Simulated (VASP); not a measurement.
# InGa2N3 (Cmc2_1) in VASP: single point with PBEsol

Aim: the single point of InGa2N3 with PBEsol.

Program: VASP 6.6.1. These are calculated values, not measurements. Logs are shortened: lines on timing, memory, paths and dates and some standing lists are left out, and cuts for length are marked.

### 1 The cell of the first run

It takes space group Cmc2_1 (No. 36, orthorhombic). The conventional cell has a = 9.906 Å, b = 5.714 Å, c = 5.335 Å, α = 90.00°, β = 90.00°, γ = 90.00°. Within 2.8 Å of In (site symmetry m) lie 4 N at 2.15 to 2.16 Å. Within 2.6 Å of Ga (site symmetry 1) lie 4 N at 1.95 to 1.96 Å. Within 2.6 Å of N (site symmetry 1) lie 3 Ga at 1.95 to 1.96 Å and 1 In at 2.15 Å. Within 2.6 Å of N (site symmetry m) lie 2 Ga at 1.95 Å and 2 In at 2.16 Å.

### 2 Single point, PBEsol

File INCAR:

```
SYSTEM = InGa2N3
ALGO = Normal
EDIFF = 1E-6
ENCUT = 520
GGA = PS
ISIF = 2
ISMEAR = -1
LASPH = .TRUE.
LCHARG = .FALSE.
LREAL = .FALSE.
LWAVE = .FALSE.
NBANDS = 66
NELM = 80
PREC = Accurate
SIGMA = 0.03
```

File KPOINTS:

```
k-points
0
G
  6 6 4
  0 0 0
```

File POSCAR:

```
InGa2N3
1.0
    4.9529955322     -2.8568545087      0.0000000000
    4.9529955322      2.8568545087      0.0000000000
    0.0000000000      0.0000000000      5.3354955005
In Ga N
2 4 6
Direct
    0.3252227417      0.6747772583      0.9897327897
    0.6747772583      0.3252227417      0.4897327897
    0.0069948005      0.3338845292      0.9926520504
    0.6661154708      0.9930051995      0.9926520504
    0.9930051995      0.6661154708      0.4926520504
    0.3338845292      0.0069948005      0.4926520504
    0.0264792233      0.3336438377      0.3589528124
    0.6663561623      0.9735207767      0.3589528124
    0.9735207767      0.6663561623      0.8589528124
    0.3336438377      0.0264792233      0.8589528124
    0.3078762905      0.6921237095      0.3950584847
    0.6921237095      0.3078762905      0.8950584847
```

Potentials or basis: VASP PAW PBE potentials, release 64 (In_d, Ga_d, N).

Launch:

```console
$ cat potpaw_PBE.64/In_d/POTCAR potpaw_PBE.64/Ga_d/POTCAR potpaw_PBE.64/N/POTCAR > POTCAR
$ mpirun -np 1 vasp_std > vasp.out
```

OUTCAR:

```text
SYSTEM = InGa2N3
   EDIFF = 1E-6
   ENCUT = 520
   GGA = PS
   ISIF = 2
   ISMEAR = -1
   LASPH = .TRUE.
   LREAL = .FALSE.
   NELM = 80
   PREC = Accurate

 ion  position               nearest neighbor table
   1  0.325  0.675  0.990-   9 2.15  10 2.15  12 2.16  11 2.16   3 3.26   4 3.26   4 3.27   3 3.27
                             6 3.28   5 3.28   6 3.30   5 3.30   2 3.33   2 3.33   4 3.37   3 3.37
   2  0.675  0.325  0.490-   7 2.15   8 2.15  11 2.16  12 2.16   6 3.26   5 3.26   6 3.27   5 3.27
                             4 3.28   3 3.28   4 3.30   3 3.30   1 3.33   1 3.33   6 3.37   5 3.37
   3  0.007  0.334  0.993-   9 1.95  10 1.95  12 1.95   7 1.96   1 3.26   1 3.27   2 3.28   2 3.30
                             1 3.37
   4  0.666  0.993  0.993-  10 1.95   9 1.95  12 1.95   8 1.96   1 3.26   1 3.27   2 3.28   2 3.30
                             1 3.37
   5  0.993  0.666  0.493-   7 1.95   8 1.95  11 1.95   9 1.96   2 3.26   2 3.27   1 3.28   1 3.30
                             2 3.37
   6  0.334  0.007  0.493-   8 1.95   7 1.95  11 1.95  10 1.96   2 3.26   2 3.27   1 3.28   1 3.30
                             2 3.37
   7  0.026  0.334  0.359-   5 1.95   6 1.95   3 1.96   2 2.15
   8  0.666  0.974  0.359-   6 1.95   5 1.95   4 1.96   2 2.15
   9  0.974  0.666  0.859-   3 1.95   4 1.95   5 1.96   1 2.15
  10  0.334  0.026  0.859-   4 1.95   3 1.95   6 1.96   1 2.15
  11  0.308  0.692  0.395-   5 1.95   6 1.95   2 2.16   1 2.16
  12  0.692  0.308  0.895-   3 1.95   4 1.95   1 2.16   2 2.16

  LATTYP: Found a base centered orthorhombic cell.
 ALAT       =     5.7137090174
 B/A-ratio  =     1.7337234070
 C/A-ratio  =     0.9338059541

  Lattice vectors:

 A1 = (  -4.9529955322,  -2.8568545087,   0.0000000000)
 A2 = (   4.9529955322,  -2.8568545087,   0.0000000000)
 A3 = (   0.0000000000,   0.0000000000,   5.3354955005)

Analysis of symmetry for initial positions (statically):
=====================================================================
 Subroutine PRICEL returns:
 Original cell was already a primitive cell.

 Routine SETGRP: Setting up the symmetry group for a
 base centered orthorhombic supercell.

 Subroutine GETGRP returns: Found  4 space group operations
 (whereof  2 operations were pure point group operations)
 out of a pool of  8 trial point group operations.

The static configuration has the point symmetry C_1h.
 The point group associated with its full space group is C_2v.

Analysis of symmetry for dynamics (positions and initial velocities):
=====================================================================
 Subroutine PRICEL returns:
 Original cell was already a primitive cell.

 Routine SETGRP: Setting up the symmetry group for a
 base centered orthorhombic supercell.

 Subroutine GETGRP returns: Found  4 space group operations
 (whereof  2 operations were pure point group operations)
 out of a pool of  8 trial point group operations.

The dynamic configuration has the point symmetry C_1h.
 The point group associated with its full space group is C_2v.

 Subroutine INISYM returns: Found  4 space group operations
 (whereof  2 operations are pure point group operations),
 and found     1 'primitive' translations

----------------------------------------------------------------------------------------

                                     Primitive cell

  volume of cell :     150.9944

  direct lattice vectors                    reciprocal lattice vectors
     4.952995532 -2.856854509  0.000000000     0.100949011 -0.175017663  0.000000000
     4.952995532  2.856854509  0.000000000     0.100949011  0.175017663  0.000000000
     0.000000000  0.000000000  5.335495501     0.000000000  0.000000000  0.187424017

  length of vectors
     5.717847709  5.717847709  5.335495501     0.202044265  0.202044265  0.187424017

  position of ions in fractional coordinates (direct lattice)
     0.325222742  0.674777258  0.989732790
     0.674777258  0.325222742  0.489732790
     0.006994801  0.333884529  0.992652050
     0.666115471  0.993005199  0.992652050
     0.993005199  0.666115471  0.492652050
     0.333884529  0.006994801  0.492652050
     0.026479223  0.333643838  0.358952812
     0.666356162  0.973520777  0.358952812
     0.973520777  0.666356162  0.858952812
     0.333643838  0.026479223  0.858952812
     0.307876290  0.692123710  0.395058485
     0.692123710  0.307876290  0.895058485

[... 27 lines left out ...]
     0.016824835  0.029169611  0.000000000    -0.000000000  0.166666667  0.000000000
     0.000000000  0.000000000  0.046856004     0.000000000  0.000000000  0.250000000

  Length of vectors
     0.033674044  0.033674044  0.046856004

  Shift w.r.t. Gamma in fractional coordinates (k-lattice)
     0.000000000  0.000000000  0.000000000

 Subroutine IBZKPT returns following result:
 ===========================================

 Found     39 irreducible k-points:

 Following reciprocal coordinates:
            Coordinates               Weight
  0.000000  0.000000  0.000000      1.000000
  0.166667  0.000000  0.000000      4.000000
  0.333333  0.000000  0.000000      4.000000
  0.500000 -0.000000  0.000000      2.000000
  0.166667  0.166667  0.000000      2.000000
  0.333333  0.166667  0.000000      4.000000
[... 16 lines left out ...]
  0.333333  0.333333  0.250000      4.000000
  0.500000  0.333333  0.250000      8.000000
 [... further k-points ...]
   k-points           NKPTS =     39   k-points in BZ     NKDIM =     39   number of bands    NBANDS=     66
   number of dos      NEDOS =    301   number of ions     NIONS =     12
   total plane-waves  NPLWV =  92160
   dimension x,y,z NGX =    48 NGY =   48 NGZ =   40
   dimension x,y,z NGXF=    96 NGYF=   96 NGZF=   80
   ions per type =               2   4   6
   NGX,Y,Z   is equivalent  to a cutoff of  13.96, 13.96, 12.46 a.u.
   NGXF,Y,Z  is equivalent  to a cutoff of  27.91, 27.91, 24.93 a.u.
 SYSTEM =  InGa2N3
   PREC   = accura    normal or accurate (medium, high low for compatibility)
   ISTART =      0    job   : 0-new  1-cont  2-samecut
   ICHARG =      2    charge: 1-file 2-atom 10-const
   ISPIN  =      1    spin polarized calculation?
   LNONCOLLINEAR =      F non collinear calculations
   LSORBIT =      F    spin-orbit coupling
   LASPH  =      T    aspherical Exc in radial PAW
   ENCUT  =  520.0 eV  38.22 Ry    6.18 a.u.  10.63 10.63  9.92*2*pi/ulx,y,z
   NELM   =     80;   NELMIN=  2; NELMDL= -5     # of ELM steps
   EDIFF  = 0.1E-05   stopping-criterion for ELM
   LREAL  =      F    real-space projection
   EDIFFG = 0.1E-04   stopping-criterion for IOM
   NSW    =      0    number of steps for IOM
   IBRION =     -1    ionic relax: 0-MD 1-quasi-New 2-CG
   NFREE  =      0    steps in history (QN), initial steepest desc. (CG)
   ISIF   =      2    stress and relaxation
   ISYM   =      2    0-nonsym 1-usesym 2-fastsym
   POTIM  = 0.5000    time-step for ionic-motion
   TEBEG  =    0.0;   TEEND  =   0.0 temperature during run
   PSTRESS=    0.0 pullay stress
   NELECT =     108.0000    total number of electrons
   NUPDOWN=      -1.0000    fix difference up-down
   EMIN   =  10.00;   EMAX   =-10.00  energy-range for DOS
   EFERMI =   0.00;   METHOD = LEGACY
   ISMEAR =    -1;   SIGMA  =   0.03  broadening in eV -4-tet -1-fermi 0-gaus
   EFERMI_NEDOS =   21; number of points for ismear=-14 and -15
   IALGO  =     38    algorithm
   IMIX   =      4    mixing-type and parameters
     AMIX     =   0.40;   BMIX     =  1.00
     AMIX_MAG =   1.60;   BMIX_MAG =  1.00
  volume/ion in A,a.u.               =      12.58        84.91
  Fermi-wavevector in a.u.,A,eV,Ry     =   1.464072  2.766695 29.164187  2.143507
  Thomas-Fermi vector in A             =   2.580092
   LORBIT       =      0    0 simple, 1 ext, 2 COOP (PROOUT), +10 PAW based schemes
   GGA     = PS    functional components
   LHFCALC =     F    Hartree Fock is set to
   AEXX    =    0.0000 exact exchange contribution
   IVDW    =     0    specifies the selected vdW correction
   LEPSILON=     F    determine dielectric tensor
   LRPA    =     F    only Hartree local field effects (RPA)
 non-spin polarized calculation
  energy-cutoff  :      520.00
  volume of cell :      150.99
 maximum number of plane-waves:      4100
 NGX is ok and might be reduce to    48
   NGX = 21   NGY = 21   NGZ = 19

 number of electron     108.0000002 magnetization

 Free energy of the ion-electron system (eV)
  ---------------------------------------------------
  ext. energy  EPLUGINS =         0.00000000
  ---------------------------------------------------
  free energy    TOTEN  =       -75.56274803 eV

  energy without entropy =      -75.56274803  energy(sigma->0) =      -75.56274803

 E-fermi :   6.3198     XC(G=0): -11.6182

 val. band max:        5.8042330204   @ k =   0.0000   0.0000   0.0000
 cond. band min:       6.8089314154   @ k =   0.0000   0.0000   0.0000
 fundamental gap:      1.0046983950
 Fermi energy:         6.3197699076

 k-point     1 :       0.0000    0.0000    0.0000
  band No.  band energies     occupation
      1      -9.7389      2.00000
      2      -9.1867      2.00000
      3      -9.0464      2.00000
      4      -9.0398      2.00000
      5      -9.0114      2.00000
      6      -8.9909      2.00000
[... 1645 lines left out ...]
     65      13.4807      0.00000
     66      13.8287      0.00000

 [... further k-points ...]

------------------------ aborting loop because EDIFF is reached ----------------------------------------

  FORCE on cell =-STRESS in cart. coord.  units (eV):
  Direction    XX          YY          ZZ          XY          YZ          ZX
  --------------------------------------------------------------------------------------
  -------------------------------------------------------------------------------------
  Total       -0.0898863     -0.0854088     -0.0668027      0.0000000      0.0000000      0.0000000
  in kB       -0.9537689     -0.9062592     -0.7088333      0.0000000      0.0000000      0.0000000
  external PRESSURE =      -0.8562871 kB  Pullay stress =       0.0000000 kB

 VOLUME and BASIS-vectors are now :
 -----------------------------------------------------------------------------
  energy-cutoff  :      520.00
  volume of cell :      150.99
      direct lattice vectors                 reciprocal lattice vectors
     4.952995532 -2.856854509  0.000000000     0.100949011 -0.175017663  0.000000000
     4.952995532  2.856854509  0.000000000     0.100949011  0.175017663  0.000000000
     0.000000000  0.000000000  5.335495501     0.000000000  0.000000000  0.187424017

 POSITION                                       TOTAL-FORCE (eV/Angst)
 -----------------------------------------------------------------------------------
      4.95300      0.99863      5.28071        -0.000000     -0.001748     -0.002590
      4.95300     -0.99863      2.61297        -0.000000      0.001748     -0.002590
      1.68837      0.93388      5.29629        -0.002037      0.001193     -0.001564
      8.21762      0.93388      5.29629         0.002037      0.001193     -0.001564
      8.21762     -0.93388      2.62854         0.002037     -0.001193     -0.001564
      1.68837     -0.93388      2.62854        -0.002037     -0.001193     -0.001564
      1.78369      0.87752      1.91519         0.022132     -0.011927     -0.007263
      8.12230      0.87752      1.91519        -0.022132     -0.011927     -0.007263
      8.12230     -0.87752      4.58294        -0.022132      0.011927     -0.007263
      1.78369     -0.87752      4.58294         0.022132      0.011927     -0.007263
      4.95300      1.09774      2.10783        -0.000000      0.027677      0.020244
      4.95300     -1.09774      4.77558        -0.000000     -0.027677      0.020244
 -----------------------------------------------------------------------------------
    total drift:                                0.000000      0.000000     -0.003290

  FREE ENERGIE OF THE ION-ELECTRON SYSTEM (eV)
  ---------------------------------------------------
  free  energy   TOTEN  =       -75.5627480277 eV

  energy  without entropy=      -75.5627480264  energy(sigma->0) =      -75.56274803
```

It took 8.1 min on 1 thread of Intel Xeon Platinum 8259CL at 2.50GHz (Skylake/Cascade Lake), shared host; peak memory 0.49 GiB.

Results:

* Free energy: -75.5627 eV
* Pressure: -0.1 GPa
* Largest force: 0.034 eV/Å
* Band gap on the k mesh: 1.00 eV

Forces in eV/Å, atoms in the order of the input:
```
In   0.000 -0.002 -0.003
In   0.000  0.002 -0.003
Ga  -0.002  0.001 -0.002
Ga   0.002  0.001 -0.002
Ga   0.002 -0.001 -0.002
Ga  -0.002 -0.001 -0.002
N    0.022 -0.012 -0.007
N   -0.022 -0.012 -0.007
N   -0.022  0.012 -0.007
N    0.022  0.012 -0.007
N    0.000  0.028  0.020
N    0.000 -0.028  0.020
```

Levels at points of the mesh, in eV from the valence-band top:
```csv
k point,band 52,band 53,band 54,band 55,band 56,band 57
"(0.00, 0.00, 0.00)",-0.05,0.00,0.00,1.00,3.53,5.04
"(0.50, 0.00, 0.00)",-0.86,-0.84,-0.78,3.72,3.97,4.91
"(0.50, 0.50, 0.00)",-0.83,-0.80,-0.68,3.60,4.27,4.43
"(0.00, 0.00, 0.50)",-0.50,-0.48,-0.48,3.38,3.38,5.76
"(0.50, 0.00, 0.50)",-1.47,-1.21,-1.21,3.90,3.90,4.81
"(0.50, 0.50, 0.50)",-1.45,-1.29,-1.29,4.00,4.00,4.76
```

Caveat: the PAW data sets were made with another functional, which shifts forces and pressure a little; spin-orbit coupling is left out, which moves the levels of the heavy elements.
